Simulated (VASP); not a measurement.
# Ge2Sb2S (Cmmm) in VASP: relaxation of cell and atoms with PBE

Aim: the relaxation of cell and atoms of Ge2Sb2S with PBE.

All numbers are computed with VASP 6.6.1; they aren't measurements. Logs are shortened: lines on timing, memory, paths and dates and some standing lists are left out, and cuts for length are marked.

### Step 1. The cell of the first run

The structure is orthorhombic, space group Cmmm (No. 65). The conventional cell has a = 6.496 Å, b = 11.924 Å, c = 3.191 Å, α = 90.00°, β = 90.00°, γ = 90.00°. Ge (site symmetry 2mm) has 2 S at 2.45 Å and 3 Ge at 2.78 to 3.19 Å and 2 Sb at 2.99 Å within 3.2 Å. Sb (site symmetry 2/m) has 2 Ge at 2.99 Å and 4 Sb at 3.19 to 3.25 Å and 4 S at 3.75 Å within 3.9 Å. Within 3.2 Å of S (site symmetry mmm) lie 4 Ge at 2.45 Å and 2 S at 3.19 Å.

The cell was generated, and may not be a known phase.

### Step 2. Relaxation of cell and atoms, PBE

Input file INCAR:

```
ALGO = Fast
EDIFF = 1E-6
EDIFFG = -0.01
ENCUT = 600
GGA = PE
IBRION = 2
ISIF = 3
ISMEAR = 0
LASPH = True
LCHARG = False
LREAL = False
LWAVE = False
NELM = 100
NSW = 100
PREC = Accurate
SIGMA = 0.1
```

Input file KPOINTS:

```
k-points
0
Gamma
  8 8 12
```

Input file POSCAR:

```
Ge2Sb2S
1.0
    3.2481423590     -5.9622465369      0.0000000000
    3.2481423590      5.9622465369      0.0000000000
    0.0000000000      0.0000000000      3.1907006982
Ge Sb S
2 2 1
Direct
    0.7861934965      0.7861934965      0.0000000000
    0.2138065035      0.2138065035      0.0000000000
    0.0000000000      0.5000000000      0.0000000000
    0.5000000000      0.0000000000      0.0000000000
    0.5000000000      0.5000000000      0.5000000000
```

Potentials or basis: VASP PAW PBE potentials, release 64 (Ge_d, Sb, S).

Launch:

```console
$ cat potpaw_PBE.64/Ge_d/POTCAR potpaw_PBE.64/Sb/POTCAR potpaw_PBE.64/S/POTCAR > POTCAR
$ mpirun -np 1 vasp_std > vasp.out
```

OUTCAR:

```text
EDIFF = 1E-6
   EDIFFG = -0.01
   ENCUT = 600
   GGA = PE
   IBRION = 2
   ISIF = 3
   ISMEAR = 0
   LASPH = True
   LREAL = False
   NELM = 100
   NSW = 100
   PREC = Accurate

 ion  position               nearest neighbor table
   1  0.786  0.786  0.000-   5 2.45   5 2.45   2 2.78   3 2.99   4 2.99
   2  0.214  0.214  0.000-   5 2.45   5 2.45   1 2.78   3 2.99   4 2.99
   3  0.000  0.500  0.000-   1 2.99   2 2.99   4 3.25   4 3.25
   4  0.500  0.000  0.000-   1 2.99   2 2.99   3 3.25   3 3.25
   5  0.500  0.500  0.500-   1 2.45   2 2.45   1 2.45   2 2.45

  LATTYP: Found a base centered orthorhombic cell.
 ALAT       =     6.4962847180
 B/A-ratio  =     1.8355865839
 C/A-ratio  =     0.4911577674

  Lattice vectors:

 A1 = (   3.2481423590,  -5.9622465369,   0.0000000000)
 A2 = (   3.2481423590,   5.9622465369,   0.0000000000)
 A3 = (   0.0000000000,   0.0000000000,   3.1907006982)

Analysis of symmetry for initial positions (statically):
=====================================================================
 Subroutine PRICEL returns:
 Original cell was already a primitive cell.

 Routine SETGRP: Setting up the symmetry group for a
 base centered orthorhombic supercell.

 Subroutine GETGRP returns: Found  8 space group operations
 (whereof  8 operations were pure point group operations)
 out of a pool of  8 trial point group operations.

The static configuration has the point symmetry D_2h.

Analysis of symmetry for dynamics (positions and initial velocities):
=====================================================================
 Subroutine PRICEL returns:
 Original cell was already a primitive cell.

 Routine SETGRP: Setting up the symmetry group for a
 base centered orthorhombic supercell.

 Subroutine GETGRP returns: Found  8 space group operations
 (whereof  8 operations were pure point group operations)
 out of a pool of  8 trial point group operations.

The dynamic configuration has the point symmetry D_2h.

 Subroutine INISYM returns: Found  8 space group operations
 (whereof  8 operations are pure point group operations),
 and found     1 'primitive' translations

----------------------------------------------------------------------------------------

                                     Primitive cell

  volume of cell :     123.5837

  direct lattice vectors                    reciprocal lattice vectors
     3.248142359 -5.962246537  0.000000000     0.153934140 -0.083861007  0.000000000
     3.248142359  5.962246537  0.000000000     0.153934140  0.083861007  0.000000000
     0.000000000  0.000000000  3.190700698     0.000000000  0.000000000  0.313410782

  length of vectors
     6.789610633  6.789610633  3.190700698     0.175295145  0.175295145  0.313410782

  position of ions in fractional coordinates (direct lattice)
     0.786193496  0.786193496  0.000000000
     0.213806504  0.213806504  0.000000000
     0.000000000  0.500000000  0.000000000
     0.500000000  0.000000000  0.000000000
     0.500000000  0.500000000  0.500000000

  ion indices of the primitive-cell ions
   primitive index   ion index
                 1           1
                 2           2
                 3           3
                 4           4
                 5           5

----------------------------------------------------------------------------------------

 KPOINTS: k-points

Automatic generation of k-mesh.
 Grid dimensions read from file:
 generate k-points for:    8    8   12

 Generating k-lattice:

  Cartesian coordinates                     Fractional coordinates (reciprocal lattice)
     0.019241767 -0.010482626  0.000000000     0.125000000  0.000000000  0.000000000
     0.019241767  0.010482626  0.000000000     0.000000000  0.125000000  0.000000000
     0.000000000  0.000000000  0.026117565     0.000000000  0.000000000  0.083333333

  Length of vectors
     0.021911893  0.021911893  0.026117565

  Shift w.r.t. Gamma in fractional coordinates (k-lattice)
     0.000000000  0.000000000  0.000000000

 Subroutine IBZKPT returns following result:
 ===========================================

 Found    147 irreducible k-points:

 Following reciprocal coordinates:
            Coordinates               Weight
  0.000000  0.000000  0.000000      1.000000
  0.125000  0.000000  0.000000      4.000000
  0.250000  0.000000  0.000000      4.000000
  0.375000 -0.000000  0.000000      4.000000
  0.500000  0.000000  0.000000      2.000000
  0.125000  0.125000  0.000000      2.000000
[... 16 lines left out ...]
  0.125000  0.000000  0.083333      8.000000
  0.250000  0.000000  0.083333      8.000000
 [... further k-points ...]
   k-points           NKPTS =    147   k-points in BZ     NKDIM =    147   number of bands    NBANDS=     26
   number of dos      NEDOS =    301   number of ions     NIONS =      5
   total plane-waves  NPLWV =  81648
   dimension x,y,z NGX =    54 NGY =   54 NGZ =   28
   dimension x,y,z NGXF=   108 NGYF=  108 NGZF=   56
   ions per type =               2   2   1
   NGX,Y,Z   is equivalent  to a cutoff of  13.22, 13.22, 14.59 a.u.
   NGXF,Y,Z  is equivalent  to a cutoff of  26.44, 26.44, 29.18 a.u.
 SYSTEM =  unknown system
   PREC   = accura    normal or accurate (medium, high low for compatibility)
   ISTART =      0    job   : 0-new  1-cont  2-samecut
   ICHARG =      2    charge: 1-file 2-atom 10-const
   ISPIN  =      1    spin polarized calculation?
   LNONCOLLINEAR =      F non collinear calculations
   LSORBIT =      F    spin-orbit coupling
   LASPH  =      T    aspherical Exc in radial PAW
   ENCUT  =  600.0 eV  44.10 Ry    6.64 a.u.  13.56 13.56  6.37*2*pi/ulx,y,z
   NELM   =    100;   NELMIN=  2; NELMDL= -5     # of ELM steps
   EDIFF  = 0.1E-05   stopping-criterion for ELM
   LREAL  =      F    real-space projection
   EDIFFG = -.1E-01   stopping-criterion for IOM
   NSW    =    100    number of steps for IOM
   IBRION =      2    ionic relax: 0-MD 1-quasi-New 2-CG
   NFREE  =      1    steps in history (QN), initial steepest desc. (CG)
   ISIF   =      3    stress and relaxation
   ISYM   =      2    0-nonsym 1-usesym 2-fastsym
   POTIM  = 0.5000    time-step for ionic-motion
   TEBEG  =    0.0;   TEEND  =   0.0 temperature during run
   PSTRESS=    0.0 pullay stress
   NELECT =      44.0000    total number of electrons
   NUPDOWN=      -1.0000    fix difference up-down
   EMIN   =  10.00;   EMAX   =-10.00  energy-range for DOS
   EFERMI =   0.00;   METHOD = LEGACY
   ISMEAR =     0;   SIGMA  =   0.10  broadening in eV -4-tet -1-fermi 0-gaus
   EFERMI_NEDOS =   21; number of points for ismear=-14 and -15
   IALGO  =     68    algorithm
   IMIX   =      4    mixing-type and parameters
     AMIX     =   0.40;   BMIX     =  1.00
     AMIX_MAG =   1.60;   BMIX_MAG =  1.00
  volume/ion in A,a.u.               =      24.72       166.80
  Fermi-wavevector in a.u.,A,eV,Ry     =   1.160305  2.192658 18.317618  1.346307
  Thomas-Fermi vector in A             =   2.296889
   LORBIT       =      0    0 simple, 1 ext, 2 COOP (PROOUT), +10 PAW based schemes
   GGA     = PE    functional components
   LHFCALC =     F    Hartree Fock is set to
   AEXX    =    0.0000 exact exchange contribution
   IVDW    =     0    specifies the selected vdW correction
   LEPSILON=     F    determine dielectric tensor
   LRPA    =     F    only Hartree local field effects (RPA)
 conjugate gradient relaxation of ions
 non-spin polarized calculation
 RMM-DIIS sequential band-by-band and
 Gauss-broadening in eV      SIGMA  =   0.10
  energy-cutoff  :      600.00
  volume of cell :      123.58
 maximum number of plane-waves:      4151
   NGX = 27   NGY = 27   NGZ = 13

--------------------------------------- Ionic step        1  -------------------------------------------

 number of electron      43.9999990 magnetization

 Free energy of the ion-electron system (eV)
  ---------------------------------------------------
  ext. energy  EPLUGINS =         0.00000000
  ---------------------------------------------------
  free energy    TOTEN  =       -20.63125026 eV

  energy without entropy =      -20.61626371  energy(sigma->0) =      -20.62375699

------------------------ aborting loop because EDIFF is reached ----------------------------------------

  FORCE on cell =-STRESS in cart. coord.  units (eV):
  Direction    XX          YY          ZZ          XY          YZ          ZX
  --------------------------------------------------------------------------------------
  -------------------------------------------------------------------------------------
  Total       -0.9459202     -0.9501257      0.8023088     -0.0000000      0.0000000      0.0000000
  in kB      -12.2632062    -12.3177278     10.4013829     -0.0000000      0.0000000      0.0000000
  external PRESSURE =      -4.7265170 kB  Pullay stress =       0.0000000 kB
[... 98 lines left out ...]
  FREE ENERGIE OF THE ION-ELECTRON SYSTEM (eV)
  ---------------------------------------------------
  free  energy   TOTEN  =       -20.6479186360 eV

  energy  without entropy=      -20.6344427180  energy(sigma->0) =      -20.64118068

[... ionic steps 4 to 9 ...]

--------------------------------------- Ionic step       10  -------------------------------------------

 number of electron      44.0000013 magnetization

------------------------ aborting loop because EDIFF is reached ----------------------------------------

  FORCE on cell =-STRESS in cart. coord.  units (eV):
  Direction    XX          YY          ZZ          XY          YZ          ZX
  --------------------------------------------------------------------------------------
  -------------------------------------------------------------------------------------
  Total       -0.0303989     -0.0000978     -0.0236710     -0.0000000      0.0000000      0.0000000
  in kB       -0.3978841     -0.0012799     -0.3098236     -0.0000000      0.0000000      0.0000000
  external PRESSURE =      -0.2363292 kB  Pullay stress =       0.0000000 kB
[... 63 lines left out ...]
  energy  without entropy=      -20.6367063192  energy(sigma->0) =      -20.64333415

--------------------------------------- Ionic step       12  -------------------------------------------

 number of electron      44.0000014 magnetization

 Free energy of the ion-electron system (eV)
  ---------------------------------------------------
  ext. energy  EPLUGINS =         0.00000000
  ---------------------------------------------------
  free energy    TOTEN  =       -20.64998276 eV

  energy without entropy =      -20.63674491  energy(sigma->0) =      -20.64336384

 E-fermi :   6.1066     XC(G=0):  -9.9581

 val. band max:        6.0982580311   @ k =   0.2500   0.0000   0.2500
 cond. band min:       6.1132249358   @ k =  -0.2500   0.1250   0.3333
 fundamental gap:      0.0149669048
 Fermi energy:         6.1065656595

 k-point     1 :       0.0000    0.0000    0.0000
  band No.  band energies     occupation
      1     -18.7767      2.00000
      2     -18.7398      2.00000
      3     -18.7294      2.00000
      4     -18.7184      2.00000
      5     -18.7036      2.00000
      6     -18.6987      2.00000
[... 685 lines left out ...]
     25       8.9517      0.00000
     26       9.4515      0.00000

 [... further k-points ...]

------------------------ aborting loop because EDIFF is reached ----------------------------------------

  FORCE on cell =-STRESS in cart. coord.  units (eV):
  Direction    XX          YY          ZZ          XY          YZ          ZX
  --------------------------------------------------------------------------------------
  -------------------------------------------------------------------------------------
  Total       -0.0016390     -0.0032495     -0.0059272      0.0000000      0.0000000      0.0000000
  in kB       -0.0214755     -0.0425777     -0.0776630      0.0000000      0.0000000      0.0000000
  external PRESSURE =      -0.0472388 kB  Pullay stress =       0.0000000 kB
[... 20 lines left out ...]
  FREE ENERGIE OF THE ION-ELECTRON SYSTEM (eV)
  ---------------------------------------------------
  free  energy   TOTEN  =       -20.6499827619 eV

  energy  without entropy=      -20.6367449122  energy(sigma->0) =      -20.64336384

 reached required accuracy - stopping structural energy minimisation
```

Run time: 90 min. Hardware: 1 thread of Oxide Virtual Turin-like, shared host; peak memory 0.67 GiB.

Results:

* Free energy: -20.6500 eV
* Relaxed volume: 24.46 Å³/atom
* Relaxed cell: a = 6.697 Å, b = 6.697 Å, c = 3.241 Å, α = 90.00°, β = 90.00°, γ = 122.74°
* Space group after relaxing (to 0.1 Å): Cmmm (No. 65)
* Energy gained by relaxing: 3.7 meV/atom
* Ionic steps: 12
* Pressure after relaxing: 0.0 GPa
* Band gap on the k mesh: zero (bands 22 and 23 overlap by 3.44 eV)

The path:
```tsv
step	energy change (eV)	largest force (eV/Å)	pressure (GPa)	volume (Å³)
1	0.0000	0.0009	-0.47	123.58
2	-0.0153	0.0783	0.18	122.27
3	-0.0167	0.1035	0.34	121.84
4	-0.0167	0.1092	0.36	121.73
5	-0.0186	0.0030	-0.08	122.54
6	-0.0187	0.0227	-0.12	122.42
7	-0.0186	0.0309	-0.03	122.35
8	-0.0187	0.0255	-0.01	122.37
9	-0.0187	0.0216	-0.03	122.40
10	-0.0187	0.0210	-0.02	122.41
11	-0.0187	0.0101	-0.02	122.35
12	-0.0187	0.0016	0.00	122.28
```

Final structure:
```xyz
5
Lattice="3.2089 -5.8786 0.0000 3.2089 5.8786 0.0000 0.0000 0.0000 3.2411" Properties=species:S:1:pos:R:3 pbc="T T T"
Ge    5.0527    0.0000    3.2411
Ge    1.3650    0.0000    0.0000
Sb    4.8133   -2.9393    0.0000
Sb    4.8133    2.9393    0.0000
S     3.2089    0.0000    1.6205
```

Caveat: spin-orbit coupling is left out, which moves the levels of the heavy elements.
